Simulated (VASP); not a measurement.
A run of VASP 6.6.1 is set up as follows.

File INCAR:

```
ALGO = Normal
EDIFF = 1E-6
ENCUT = 520
GGA = CA
ISIF = 2
ISMEAR = -1
LASPH = True
LCHARG = False
LREAL = False
LWAVE = False
NBANDS = 14
NELM = 100
PREC = Accurate
SIGMA = 0.05
```

The input KPOINTS:

```
k-points
0
Gamma
  9 9 9
```

File POSCAR:

```
Bi
1.0
   -1.9681319396      1.9681319396      1.9681319396
    1.9681319396     -1.9681319396      1.9681319396
    1.9681319396      1.9681319396     -1.9681319396
Bi
1
Direct
    0.0000000000      0.0000000000      0.0000000000
```

Potentials or basis: VASP PAW LDA potentials, release 64 (Bi_d).

Command:

```bash
$ cat potpaw_LDA.64/Bi_d/POTCAR > POTCAR
$ mpirun -np 1 vasp_std > vasp.out
```

(1) Predict the pressure.

## Answers

(1) -2.1 GPa.
